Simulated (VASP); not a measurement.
# TaN (P6/mmm) in VASP: single point with PBE

Aim: the single point of TaN with PBE.

All numbers are computed with VASP 6.6.1; they aren't measurements. Logs are shortened: lines on timing, memory, paths and dates and some standing lists are left out, and cuts for length are marked.

## 1. The cell of the first run

It takes space group P6/mmm (No. 191, hexagonal). Conventional cell: a = 5.191 Å, b = 5.191 Å, c = 2.908 Å, α = 90.00°, β = 90.00°, γ = 120.00°. Ta (site symmetry 6/mmm) has 6 N at 2.60 Å and 14 Ta at 2.91 to 3.33 Å within 3.4 Å. Within 3.0 Å of Ta (site symmetry -6m2) lie 6 N at 2.09 Å and 5 Ta at 2.91 to 3.00 Å. N (site symmetry mmm) has 6 Ta at 2.09 to 2.60 Å and 6 N at 2.60 to 2.91 Å within 3.0 Å.

## 2. Single point, PBE

The input, INCAR:

```
SYSTEM = TaN
ALGO = Normal ; EDIFF = 1E-6
ENCUT = 700 ; GGA = PE
GGA_COMPAT = .FALSE. ; ISIF = 2
ISMEAR = -1 ; LASPH = .TRUE.
LCHARG = .FALSE. ; LREAL = .FALSE.
LWAVE = .FALSE. ; NBANDS = 36
NELM = 120 ; PREC = Accurate
SIGMA = 0.1
```

The input, KPOINTS:

```
k-points
0
G
  5 5 8
  0 0 0
```

The input, POSCAR:

```
TaN
1.0
    5.1910000000      0.0000000000      0.0000000000
   -2.5955000000      4.4955380000      0.0000000000
    0.0000000000      0.0000000000      2.9080000000
Ta N
3 3
Direct
    0.0000000000      0.0000000000      0.0000000000
    0.3333330000      0.6666670000      0.5000000000
    0.6666670000      0.3333330000      0.5000000000
    0.5000000000      0.0000000000      0.0000000000
    0.5000000000      0.5000000000      0.0000000000
    0.0000000000      0.5000000000      0.0000000000
```

Potentials or basis: VASP PAW PBE potentials, release 64 (Ta_sv_GW, N).

The run is started by

```console
$ cat potpaw_PBE.64/Ta_sv_GW/POTCAR potpaw_PBE.64/N/POTCAR > POTCAR
$ mpirun -np 1 vasp_std > vasp.out
```

OUTCAR:

```text
SYSTEM = TaN
   EDIFF = 1E-6
   ENCUT = 700
   GGA = PE
   ISIF = 2
   ISMEAR = -1
   LASPH = .TRUE.
   LREAL = .FALSE.
   NELM = 120
   PREC = Accurate

 ion  position               nearest neighbor table
   1  0.000  0.000  0.000-
   2  0.333  0.667  0.500-   6 2.09   6 2.09   4 2.09   4 2.09   5 2.09   5 2.09   3 3.00   3 3.00
                             3 3.00
   3  0.667  0.333  0.500-   6 2.09   6 2.09   4 2.09   4 2.09   5 2.09   5 2.09   2 3.00   2 3.00
                             2 3.00
   4  0.500  0.000  0.000-   2 2.09   3 2.09   2 2.09   3 2.09
   5  0.500  0.500  0.000-   2 2.09   3 2.09   2 2.09   3 2.09
   6  0.000  0.500  0.000-   2 2.09   3 2.09   2 2.09   3 2.09

  LATTYP: Found a hexagonal cell.
 ALAT       =     5.1910000000
 C/A-ratio  =     0.5602003468

  Lattice vectors:

 A1 = (   5.1910000000,   0.0000000000,   0.0000000000)
 A2 = (  -2.5955000000,   4.4955380000,   0.0000000000)
 A3 = (   0.0000000000,   0.0000000000,   2.9080000000)

Analysis of symmetry for initial positions (statically):
=====================================================================
 Subroutine PRICEL returns:
 Original cell was already a primitive cell.

 Routine SETGRP: Setting up the symmetry group for a
 hexagonal supercell.

 Subroutine GETGRP returns: Found 24 space group operations
 (whereof 24 operations were pure point group operations)
 out of a pool of 24 trial point group operations.

The static configuration has the point symmetry D_6h.

Analysis of symmetry for dynamics (positions and initial velocities):
=====================================================================
 Subroutine PRICEL returns:
 Original cell was already a primitive cell.

 Routine SETGRP: Setting up the symmetry group for a
 hexagonal supercell.

 Subroutine GETGRP returns: Found 24 space group operations
 (whereof 24 operations were pure point group operations)
 out of a pool of 24 trial point group operations.

The dynamic configuration has the point symmetry D_6h.

 Subroutine INISYM returns: Found 24 space group operations
 (whereof 24 operations are pure point group operations),
 and found     1 'primitive' translations

----------------------------------------------------------------------------------------

                                     Primitive cell

  volume of cell :      67.8621

  direct lattice vectors                    reciprocal lattice vectors
     5.191000000  0.000000000  0.000000000     0.192641110  0.111221393  0.000000000
    -2.595500000  4.495538000  0.000000000     0.000000000  0.222442787  0.000000000
     0.000000000  0.000000000  2.908000000     0.000000000  0.000000000  0.343878955

  length of vectors
     5.191000000  5.191000112  2.908000000     0.222442791  0.222442787  0.343878955

  position of ions in fractional coordinates (direct lattice)
     0.000000000  0.000000000  0.000000000
     0.333333000  0.666667000  0.500000000
     0.666667000  0.333333000  0.500000000
     0.500000000  0.000000000  0.000000000
     0.500000000  0.500000000  0.000000000
     0.000000000  0.500000000  0.000000000

  ion indices of the primitive-cell ions
   primitive index   ion index
                 1           1
                 2           2
                 3           3
                 4           4
                 5           5
                 6           6

----------------------------------------------------------------------------------------

 KPOINTS: k-points

Automatic generation of k-mesh.
 Grid dimensions read from file:
 generate k-points for:    5    5    8

 Generating k-lattice:

  Cartesian coordinates                     Fractional coordinates (reciprocal lattice)
     0.038528222  0.022244279  0.000000000     0.200000000  0.000000000  0.000000000
     0.000000000  0.044488557  0.000000000     0.000000000  0.200000000  0.000000000
     0.000000000  0.000000000  0.042984869     0.000000000  0.000000000  0.125000000

  Length of vectors
     0.044488558  0.044488557  0.042984869

  Shift w.r.t. Gamma in fractional coordinates (k-lattice)
     0.000000000  0.000000000  0.000000000

 Subroutine IBZKPT returns following result:
 ===========================================

 Found     25 irreducible k-points:

 Following reciprocal coordinates:
            Coordinates               Weight
  0.000000  0.000000  0.000000      1.000000
  0.200000  0.000000  0.000000      6.000000
  0.400000  0.000000  0.000000      6.000000
  0.200000  0.200000  0.000000      6.000000
  0.400000  0.200000  0.000000      6.000000
  0.000000  0.000000  0.125000      2.000000
[... 16 lines left out ...]
  0.400000  0.000000  0.500000      6.000000
  0.200000  0.200000  0.500000      6.000000
   k-points           NKPTS =     25   k-points in BZ     NKDIM =     25   number of bands    NBANDS=     36
   number of dos      NEDOS =    301   number of ions     NIONS =      6
   total plane-waves  NPLWV =  64512
   dimension x,y,z NGX =    48 NGY =   48 NGZ =   28
   dimension x,y,z NGXF=    96 NGYF=   96 NGZF=   56
   ions per type =               3   3
   NGX,Y,Z   is equivalent  to a cutoff of  15.37, 15.37, 16.01 a.u.
   NGXF,Y,Z  is equivalent  to a cutoff of  30.74, 30.74, 32.01 a.u.
 SYSTEM =  TaN
   PREC   = accura    normal or accurate (medium, high low for compatibility)
   ISTART =      0    job   : 0-new  1-cont  2-samecut
   ICHARG =      2    charge: 1-file 2-atom 10-const
   ISPIN  =      1    spin polarized calculation?
   LNONCOLLINEAR =      F non collinear calculations
   LSORBIT =      F    spin-orbit coupling
   LASPH  =      T    aspherical Exc in radial PAW
   ENCUT  =  700.0 eV  51.45 Ry    7.17 a.u.  11.20 11.20  6.27*2*pi/ulx,y,z
   NELM   =    120;   NELMIN=  2; NELMDL= -5     # of ELM steps
   EDIFF  = 0.1E-05   stopping-criterion for ELM
   LREAL  =      F    real-space projection
   EDIFFG = 0.1E-04   stopping-criterion for IOM
   NSW    =      0    number of steps for IOM
   IBRION =     -1    ionic relax: 0-MD 1-quasi-New 2-CG
   NFREE  =      0    steps in history (QN), initial steepest desc. (CG)
   ISIF   =      2    stress and relaxation
   ISYM   =      2    0-nonsym 1-usesym 2-fastsym
   POTIM  = 0.5000    time-step for ionic-motion
   TEBEG  =    0.0;   TEEND  =   0.0 temperature during run
   PSTRESS=    0.0 pullay stress
   NELECT =      54.0000    total number of electrons
   NUPDOWN=      -1.0000    fix difference up-down
   EMIN   =  10.00;   EMAX   =-10.00  energy-range for DOS
   EFERMI =   0.00;   METHOD = LEGACY
   ISMEAR =    -1;   SIGMA  =   0.10  broadening in eV -4-tet -1-fermi 0-gaus
   EFERMI_NEDOS =   21; number of points for ismear=-14 and -15
   IALGO  =     38    algorithm
   IMIX   =      4    mixing-type and parameters
     AMIX     =   0.40;   BMIX     =  1.00
     AMIX_MAG =   1.60;   BMIX_MAG =  1.00
  volume/ion in A,a.u.               =      11.31        76.33
  Fermi-wavevector in a.u.,A,eV,Ry     =   1.517040  2.866790 31.312591  2.301411
  Thomas-Fermi vector in A             =   2.626349
   LORBIT       =      0    0 simple, 1 ext, 2 COOP (PROOUT), +10 PAW based schemes
   GGA     = PE    functional components
   LHFCALC =     F    Hartree Fock is set to
   AEXX    =    0.0000 exact exchange contribution
   IVDW    =     0    specifies the selected vdW correction
   LEPSILON=     F    determine dielectric tensor
   LRPA    =     F    only Hartree local field effects (RPA)
 non-spin polarized calculation
  energy-cutoff  :      700.00
  volume of cell :       67.86
 maximum number of plane-waves:      2892
 NGX is ok and might be reduce to    48
   NGX = 23   NGY = 23   NGZ = 13

 number of electron      54.0000001 magnetization

 Free energy of the ion-electron system (eV)
  ---------------------------------------------------
  ext. energy  EPLUGINS =         0.00000000
  ---------------------------------------------------
  free energy    TOTEN  =       -72.35137332 eV

  energy without entropy =      -72.32194814  energy(sigma->0) =      -72.33666073

 E-fermi :  12.2307     XC(G=0): -13.3662

 val. band max:       12.1921941335   @ k =   0.0000   0.0000   0.3750
 cond. band min:      12.2813854515   @ k =   0.2000   0.0000   0.2500
 fundamental gap:      0.0891913180
 Fermi energy:        12.2306703382

 k-point     1 :       0.0000    0.0000    0.0000
  band No.  band energies     occupation
      1     -57.1378      2.00000
      2     -57.0904      2.00000
      3     -56.7710      2.00000
      4     -23.9788      2.00000
      5     -23.9788      2.00000
      6     -23.5886      2.00000
[... 28 lines left out ...]
     35      15.4782      0.00000
     36      15.4826      0.00000

 k-point     2 :       0.2000    0.0000    0.0000
  band No.  band energies     occupation
      1     -57.1337      2.00000
      2     -57.0944      2.00000
      3     -56.7711      2.00000
      4     -24.0061      2.00000
      5     -23.9601      2.00000
      6     -23.5703      2.00000
[... 28 lines left out ...]
     35      15.6796      0.00000
     36      15.7739      0.00000

 k-point     3 :       0.4000    0.0000    0.0000
  band No.  band energies     occupation
      1     -57.1244      2.00000
      2     -57.1036      2.00000
      3     -56.7715      2.00000
      4     -24.0435      2.00000
      5     -23.8853      2.00000
      6     -23.6323      2.00000
[... 28 lines left out ...]
     35      15.8336      0.00000
     36      15.9648      0.00000

 k-point     4 :       0.2000    0.2000    0.0000
  band No.  band energies     occupation
      1     -57.1267      2.00000
      2     -57.1012      2.00000
      3     -56.7714      2.00000
      4     -24.0242      2.00000
      5     -23.9193      2.00000
      6     -23.6162      2.00000
[... 28 lines left out ...]
     35      15.6316      0.00000
     36      15.8226      0.00000

 k-point     5 :       0.4000    0.2000    0.0000
  band No.  band energies     occupation
      1     -57.1188      2.00000
      2     -57.1091      2.00000
      3     -56.7716      2.00000
      4     -24.0320      2.00000
      5     -23.8439      2.00000
      6     -23.7203      2.00000
[... 655 lines left out ...]
 k-point    22 :       0.2000    0.0000    0.5000
  band No.  band energies     occupation
      1     -57.0865      2.00000
      2     -57.0487      2.00000
      3     -56.7338      2.00000
      4     -24.2869      2.00000
      5     -24.0923      2.00000
      6     -23.8277      2.00000
[... 28 lines left out ...]
     35      16.4582      0.00000
     36      16.8339      0.00000

 k-point    23 :       0.4000    0.0000    0.5000
  band No.  band energies     occupation
      1     -57.0777      2.00000
      2     -57.0575      2.00000
      3     -56.7338      2.00000
      4     -24.2537      2.00000
      5     -24.1378      2.00000
      6     -23.8423      2.00000
[... 28 lines left out ...]
     35      16.3681      0.00000
     36      17.7859      0.00000

 k-point    24 :       0.2000    0.2000    0.5000
  band No.  band energies     occupation
      1     -57.0798      2.00000
      2     -57.0553      2.00000
      3     -56.7338      2.00000
      4     -24.2609      2.00000
      5     -24.1285      2.00000
      6     -23.8505      2.00000
[... 28 lines left out ...]
     35      16.1557      0.00000
     36      17.5569      0.00000

 [... further k-points ...]

------------------------ aborting loop because EDIFF is reached ----------------------------------------

  FORCE on cell =-STRESS in cart. coord.  units (eV):
  Direction    XX          YY          ZZ          XY          YZ          ZX
  --------------------------------------------------------------------------------------
  -------------------------------------------------------------------------------------
  Total        4.0007197      4.0007199      4.3468677      0.0000000     -0.0000000      0.0000000
  in kB       94.4542704     94.4542759    102.6265909      0.0000000     -0.0000000      0.0000000
  external PRESSURE =      97.1783791 kB  Pullay stress =       0.0000000 kB

 VOLUME and BASIS-vectors are now :
 -----------------------------------------------------------------------------
  energy-cutoff  :      700.00
  volume of cell :       67.86
      direct lattice vectors                 reciprocal lattice vectors
     5.191000000  0.000000000  0.000000000     0.192641110  0.111221393  0.000000000
    -2.595500000  4.495538000  0.000000000     0.000000000  0.222442787  0.000000000
     0.000000000  0.000000000  2.908000000     0.000000000  0.000000000  0.343878955

 POSITION                                       TOTAL-FORCE (eV/Angst)
 -----------------------------------------------------------------------------------
      0.00000      0.00000      0.00000        -0.000000      0.000000      0.000000
     -0.00000      2.99703      1.45400         0.000000     -0.000000      0.000000
      2.59550      1.49851      1.45400        -0.000000      0.000000      0.000000
      2.59550      0.00000      0.00000        -0.000000      0.000000      0.000000
      1.29775      2.24777      0.00000        -0.000000      0.000000      0.000000
     -1.29775      2.24777      0.00000        -0.000000      0.000000      0.000000
 -----------------------------------------------------------------------------------
    total drift:                                0.000000     -0.000000      0.000000

  FREE ENERGIE OF THE ION-ELECTRON SYSTEM (eV)
  ---------------------------------------------------
  free  energy   TOTEN  =       -72.3513733168 eV

  energy  without entropy=      -72.3219481414  energy(sigma->0) =      -72.33666073
```

Wall time 2.5 min (1 thread of Intel Xeon Platinum 8488C (Sapphire Rapids), shared host); peak memory 0.29 GiB.

What came out:

- Free energy: -72.3514 eV
- Pressure: 9.7 GPa
- Band gap on the k mesh: zero (bands 27 and 28 overlap by 2.13 eV)

Caveat: the cell stands under pressure; spin-orbit coupling is left out, which moves the levels of the heavy elements.

The gap in the log of VASP goes by the Fermi energy; the results here count the filled bands.